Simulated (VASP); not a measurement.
# TiNi (Pm-3m) in VASP: single point with r2SCAN

Aim: the single point of TiNi with r2SCAN.

Program: VASP 6.6.1. These are calculated values, not measurements. Logs are shortened: lines on timing, memory, paths and dates and some standing lists are left out, and cuts for length are marked.

## (1) The cell of the first run

Symmetry: Pm-3m, No. 221, cubic system. Conventional cell: a = 2.988 Å, b = 2.988 Å, c = 2.988 Å, α = 90.00°, β = 90.00°, γ = 90.00°. Ti (site symmetry m-3m) has 8 Ni at 2.59 Å and 6 Ti at 2.99 Å within 3.4 Å. Ni (site symmetry m-3m) has 8 Ti at 2.59 Å and 6 Ni at 2.99 Å within 3.4 Å.

## (2) Single point, r2SCAN, collinear spin, ferromagnetic start

The input, POSCAR:

```
TiNi
1.0
    2.9880661300      0.0000000000      0.0000000000
    0.0000000000      2.9880661300      0.0000000000
    0.0000000000      0.0000000000      2.9880661300
Ti Ni
1 1
Direct
    0.5000000000      0.5000000000      0.5000000000
    0.0000000000      0.0000000000      0.0000000000
```

The input, INCAR.step1:

```
SYSTEM = TiNi
PREC     = Accurate       ! precision mode
ENCUT    = 520            ! plane-wave cutoff, eV
ISMEAR   = -1             ! smearing method
SIGMA    = 0.05           ! smearing width, eV
LREAL    = .False.        ! projectors in reciprocal space
LASPH    = .True.         ! aspherical terms in the spheres
NELM     = 150            ! most SCF steps
ISPIN    = 2              ! spin polarisation
MAGMOM   = 0.15 0.15      ! initial moments
NUPDOWN  = 0.3            ! fixed moment
LMAXMIX  = 4              ! l up to which the mixer works
NBANDS   = 22             ! bands
GGA      = PE             ! functional
ALGO     = Normal         ! electronic algorithm
EDIFF    = 1E-4           ! SCF threshold, eV
LWAVE    = .True.         ! write WAVECAR
LCHARG   = .False.        ! write CHGCAR
```

The input, INCAR.step2:

```
SYSTEM = TiNi
PREC     = Accurate       ! precision mode
ENCUT    = 520            ! plane-wave cutoff, eV
EDIFF    = 1E-7           ! SCF threshold, eV
ISMEAR   = -1             ! smearing method
SIGMA    = 0.05           ! smearing width, eV
LREAL    = .False.        ! projectors in reciprocal space
LASPH    = .True.         ! aspherical terms in the spheres
NELM     = 150            ! most SCF steps
ALGO     = Normal         ! electronic algorithm
ISIF     = 2              ! what is computed and relaxed
LWAVE    = .False.        ! write WAVECAR
LCHARG   = .False.        ! write CHGCAR
ISPIN    = 2              ! spin polarisation
MAGMOM   = 0.15 0.15      ! initial moments
LORBIT   = 11             ! projections on sites
NUPDOWN  = 0.3            ! fixed moment
LMAXMIX  = 4              ! l up to which the mixer works
METAGGA  = R2SCAN         ! meta-GGA
LMIXTAU  = .True.       
NBANDS   = 22             ! bands
ISTART   = 1
```

The input, KPOINTS:

```
regular mesh
0
Gamma
  11 11 11
  0 0 0
```

Potentials or basis: VASP PAW PBE potentials, release 64 (Ti_sv, Ni).

The run is started by

```bash
> cat potpaw_PBE.64/Ti_sv/POTCAR potpaw_PBE.64/Ni/POTCAR > POTCAR
> cp INCAR.step1 INCAR
> mpirun -np 1 vasp_std > vasp.out
> cp INCAR.step2 INCAR
> mpirun -np 1 vasp_std > vasp.out
```

OUTCAR:

```text
SYSTEM = TiNi
   PREC = Accurate
   ENCUT = 520
   EDIFF = 1E-7
   ISMEAR = -1
   LREAL = .False.
   LASPH = .True.
   NELM = 150
   ISIF = 2
   ISPIN = 2
   LORBIT = 11
   NUPDOWN = 0.3
   METAGGA = R2SCAN
   ISTART = 1

 ion  position               nearest neighbor table
   1  0.500  0.500  0.500-   2 2.59   2 2.59   2 2.59   2 2.59   2 2.59   2 2.59   2 2.59   2 2.59

   2  0.000  0.000  0.000-   1 2.59   1 2.59   1 2.59   1 2.59   1 2.59   1 2.59   1 2.59   1 2.59

  LATTYP: Found a simple cubic cell.
 ALAT       =     2.9880661300

  Lattice vectors:

 A1 = (   2.9880661300,   0.0000000000,   0.0000000000)
 A2 = (   0.0000000000,   2.9880661300,   0.0000000000)
 A3 = (   0.0000000000,   0.0000000000,   2.9880661300)

Analysis of symmetry for initial positions (statically):
=====================================================================
 Subroutine PRICEL returns:
 Original cell was already a primitive cell.

 Routine SETGRP: Setting up the symmetry group for a
 simple cubic supercell.

 Subroutine GETGRP returns: Found 48 space group operations
 (whereof 48 operations were pure point group operations)
 out of a pool of 48 trial point group operations.

The static configuration has the point symmetry O_h .

Analysis of symmetry for dynamics (positions and initial velocities):
=====================================================================
 Subroutine PRICEL returns:
 Original cell was already a primitive cell.

 Routine SETGRP: Setting up the symmetry group for a
 simple cubic supercell.

 Subroutine GETGRP returns: Found 48 space group operations
 (whereof 48 operations were pure point group operations)
 out of a pool of 48 trial point group operations.

The dynamic configuration has the point symmetry O_h .

Analysis of structural, dynamic, and magnetic symmetry:
=====================================================================
 Subroutine PRICEL returns:
 Original cell was already a primitive cell.

 Routine SETGRP: Setting up the symmetry group for a
 simple cubic supercell.

 Subroutine GETGRP returns: Found 48 space group operations
 (whereof 48 operations were pure point group operations)
 out of a pool of 48 trial point group operations.

The overall configuration has the point symmetry O_h .

 Subroutine INISYM returns: Found 48 space group operations
 (whereof 48 operations are pure point group operations),
 and found     1 'primitive' translations

----------------------------------------------------------------------------------------

                                     Primitive cell

  volume of cell :      26.6791

  direct lattice vectors                    reciprocal lattice vectors
     2.988066130  0.000000000  0.000000000     0.334664615  0.000000000  0.000000000
     0.000000000  2.988066130  0.000000000     0.000000000  0.334664615  0.000000000
     0.000000000  0.000000000  2.988066130     0.000000000  0.000000000  0.334664615

  length of vectors
     2.988066130  2.988066130  2.988066130     0.334664615  0.334664615  0.334664615

  position of ions in fractional coordinates (direct lattice)
     0.500000000  0.500000000  0.500000000
     0.000000000  0.000000000  0.000000000

  ion indices of the primitive-cell ions
   primitive index   ion index
                 1           1
                 2           2

----------------------------------------------------------------------------------------

 KPOINTS: regular mesh

Automatic generation of k-mesh.
 Grid dimensions read from file:
 generate k-points for:   11   11   11

 Generating k-lattice:

  Cartesian coordinates                     Fractional coordinates (reciprocal lattice)
     0.030424056  0.000000000  0.000000000     0.090909091  0.000000000  0.000000000
     0.000000000  0.030424056  0.000000000     0.000000000  0.090909091  0.000000000
     0.000000000  0.000000000  0.030424056     0.000000000  0.000000000  0.090909091

  Length of vectors
     0.030424056  0.030424056  0.030424056

  Shift w.r.t. Gamma in fractional coordinates (k-lattice)
     0.000000000  0.000000000  0.000000000

 Subroutine IBZKPT returns following result:
 ===========================================

 Found     56 irreducible k-points:

 Following reciprocal coordinates:
            Coordinates               Weight
  0.000000  0.000000  0.000000      1.000000
  0.090909  0.000000  0.000000      6.000000
  0.181818  0.000000  0.000000      6.000000
  0.272727  0.000000  0.000000      6.000000
  0.363636  0.000000  0.000000      6.000000
  0.454545  0.000000  0.000000      6.000000
[... 16 lines left out ...]
  0.181818  0.090909  0.090909     24.000000
  0.272727  0.090909  0.090909     24.000000
 [... further k-points ...]
   k-points           NKPTS =     56   k-points in BZ     NKDIM =     56   number of bands    NBANDS=     22
   number of dos      NEDOS =    301   number of ions     NIONS =      2
   total plane-waves  NPLWV =  13824
   dimension x,y,z NGX =    24 NGY =   24 NGZ =   24
   dimension x,y,z NGXF=    48 NGYF=   48 NGZF=   48
   ions per type =               1   1
   NGX,Y,Z   is equivalent  to a cutoff of  13.35, 13.35, 13.35 a.u.
   NGXF,Y,Z  is equivalent  to a cutoff of  26.71, 26.71, 26.71 a.u.
 SYSTEM =  TiNi
   PREC   = accura    normal or accurate (medium, high low for compatibility)
   ISTART =      1    job   : 0-new  1-cont  2-samecut
   ICHARG =      0    charge: 1-file 2-atom 10-const
   ISPIN  =      2    spin polarized calculation?
   LNONCOLLINEAR =      F non collinear calculations
   LSORBIT =      F    spin-orbit coupling
   LASPH  =      T    aspherical Exc in radial PAW
   ENCUT  =  520.0 eV  38.22 Ry    6.18 a.u.   5.56  5.56  5.56*2*pi/ulx,y,z
   NELM   =    150;   NELMIN=  2; NELMDL=  0     # of ELM steps
   EDIFF  = 0.1E-06   stopping-criterion for ELM
   LREAL  =      F    real-space projection
   EDIFFG = 0.1E-05   stopping-criterion for IOM
   NSW    =      0    number of steps for IOM
   IBRION =     -1    ionic relax: 0-MD 1-quasi-New 2-CG
   NFREE  =      0    steps in history (QN), initial steepest desc. (CG)
   ISIF   =      2    stress and relaxation
   ISYM   =      2    0-nonsym 1-usesym 2-fastsym
   POTIM  = 0.5000    time-step for ionic-motion
   TEBEG  =    0.0;   TEEND  =   0.0 temperature during run
   PSTRESS=    0.0 pullay stress
   NELECT =      22.0000    total number of electrons
   NUPDOWN=       0.3000    fix difference up-down
   EMIN   =  10.00;   EMAX   =-10.00  energy-range for DOS
   EFERMI =   0.00;   METHOD = LEGACY
   ISMEAR =    -1;   SIGMA  =   0.05  broadening in eV -4-tet -1-fermi 0-gaus
   EFERMI_NEDOS =   21; number of points for ismear=-14 and -15
   IALGO  =     38    algorithm
   IMIX   =      4    mixing-type and parameters
     AMIX     =   0.40;   BMIX     =  1.00
     AMIX_MAG =   1.60;   BMIX_MAG =  1.00
  volume/ion in A,a.u.               =      13.34        90.02
  Fermi-wavevector in a.u.,A,eV,Ry     =   1.535178  2.901067 32.065840  2.356773
  Thomas-Fermi vector in A             =   2.642003
   LORBIT       =     11    0 simple, 1 ext, 2 COOP (PROOUT), +10 PAW based schemes
   METAGGA = R2SCAN    functional components
   LHFCALC =     F    Hartree Fock is set to
   AEXX    =    0.0000 exact exchange contribution
   IVDW    =     0    specifies the selected vdW correction
   LEPSILON=     F    determine dielectric tensor
   LRPA    =     F    only Hartree local field effects (RPA)
 spin polarized calculation
  energy-cutoff  :      520.00
  volume of cell :       26.68
 maximum number of plane-waves:       739
 NGX is ok and might be reduce to    24
   NGX = 11   NGY = 11   NGZ = 11

 number of electron      21.9999986 magnetization       0.2999999

 Free energy of the ion-electron system (eV)
  ---------------------------------------------------
  ext. energy  EPLUGINS =         0.00000000
  ---------------------------------------------------
  free energy    TOTEN  =       -25.57863770 eV

  energy without entropy =      -25.55521327  energy(sigma->0) =      -25.56692548

 E-fermi :   9.5894     XC(G=0): -13.5564

 val. band max:        9.6074131076   @ k =   0.4545   0.1818   0.0909
 cond. band min:       9.5983623666   @ k =   0.3636   0.0909   0.0000
 fundamental gap:     -0.0090507410
 Fermi energy:         9.6103736647

 spin component 1

 k-point     1 :       0.0000    0.0000    0.0000
  band No.  band energies     occupation
      1     -50.0983      1.00000
      2     -25.1457      1.00000
      3     -25.1457      1.00000
      4     -25.1457      1.00000
      5       1.2816      1.00000
      6       5.4322      1.00000
[... 14 lines left out ...]
     21      29.2162      0.00000
     22      31.4939      0.00000

 k-point     2 :       0.0909    0.0000    0.0000
  band No.  band energies     occupation
      1     -50.0957      1.00000
      2     -25.1705      1.00000
      3     -25.1438      1.00000
      4     -25.1438      1.00000
      5       1.4500      1.00000
      6       5.4989      1.00000
[... 14 lines left out ...]
     21      29.7631      0.00000
     22      30.9749      0.00000
[... 523 lines left out ...]
     21      29.1949      0.00000
     22      29.8686      0.00000

 k-point    24 :       0.2727    0.0909    0.0909
  band No.  band energies     occupation
      1     -50.0747      1.00000
      2     -25.3170      1.00000
      3     -25.1544      1.00000
      4     -25.1525      1.00000
      5       2.9932      1.00000
      6       5.9907      1.00000
[... 14 lines left out ...]
     21      28.2539      0.00000
     22      28.5160      0.00000

 [... further k-points ...]

 spin component 2

 k-point     1 :       0.0000    0.0000    0.0000
  band No.  band energies     occupation
      1     -49.9004      1.00000
      2     -24.9490      1.00000
      3     -24.9490      1.00000
      4     -24.9490      1.00000
      5       1.3658      1.00000
      6       5.6323      1.00000
[... 14 lines left out ...]
     21      29.4271      0.00000
     22      31.5910      0.00000

 k-point     2 :       0.0909    0.0000    0.0000
  band No.  band energies     occupation
      1     -49.8978      1.00000
      2     -24.9737      1.00000
      3     -24.9471      1.00000
      4     -24.9471      1.00000
      5       1.5341      1.00000
      6       5.6978      1.00000
[... 14 lines left out ...]
     21      29.9674      0.00000
     22      31.0909      0.00000
[... 523 lines left out ...]
     21      29.3493      0.00000
     22      29.9987      0.00000

 k-point    24 :       0.2727    0.0909    0.0909
  band No.  band energies     occupation
      1     -49.8771      1.00000
      2     -25.1189      1.00000
      3     -24.9575      1.00000
      4     -24.9555      1.00000
      5       3.0769      1.00000
      6       6.1761      1.00000
[... 14 lines left out ...]
     21      28.4259      0.00000
     22      28.6389      0.00000

 [... further k-points ...]
[... 5 lines left out ...]
  --------------------------------------------------------------------------------------
  -------------------------------------------------------------------------------------
  Total        0.1186186      0.1186186      0.1186186      0.0000000      0.0000000      0.0000000
  in kB        7.1234868      7.1234868      7.1234868      0.0000000      0.0000000      0.0000000
  external PRESSURE =       7.1234868 kB  Pullay stress =       0.0000000 kB

 VOLUME and BASIS-vectors are now :
 -----------------------------------------------------------------------------
  energy-cutoff  :      520.00
  volume of cell :       26.68
      direct lattice vectors                 reciprocal lattice vectors
     2.988066130  0.000000000  0.000000000     0.334664615  0.000000000  0.000000000
     0.000000000  2.988066130  0.000000000     0.000000000  0.334664615  0.000000000
     0.000000000  0.000000000  2.988066130     0.000000000  0.000000000  0.334664615

 POSITION                                       TOTAL-FORCE (eV/Angst)
 -----------------------------------------------------------------------------------
      1.49403      1.49403      1.49403         0.000000      0.000000      0.000000
      0.00000      0.00000      0.00000         0.000000      0.000000      0.000000
 -----------------------------------------------------------------------------------
    total drift:                                0.000000      0.000000     -0.000000

  FREE ENERGIE OF THE ION-ELECTRON SYSTEM (eV)
  ---------------------------------------------------
  free  energy   TOTEN  =       -25.5786376977 eV

  energy  without entropy=      -25.5552132719  energy(sigma->0) =      -25.56692548

 total charge

# of ion       s       p       d       tot
------------------------------------------
    1        2.237   6.176   1.801  10.214
    2        0.600   0.513   8.335   9.448
--------------------------------------------------
tot          2.837   6.688  10.136  19.661

 magnetization (x)

# of ion       s       p       d       tot
------------------------------------------
    1        0.004   0.006   0.151   0.161
    2        0.002   0.011   0.086   0.098
--------------------------------------------------
tot          0.005   0.017   0.237   0.259
```

Wall time 8 min (1 thread of AMD EPYC 7R13, shared host); peak memory 0.16 GiB.

Results:

```yaml
Free_energy: -25.5786 eV
Pressure: 0.7 GPa
Net_moment: 0.30 μB per cell
Site_moments: Ti +0.16; Ni +0.10 μB
Valence_electrons_inside_the_program's_atomic_spheres: Ti 10.21; Ni 9.45
```

Caveat: the PAW data sets were made with another functional, which shifts forces and pressure a little; the total moment is fixed, so each spin has its own Fermi level.
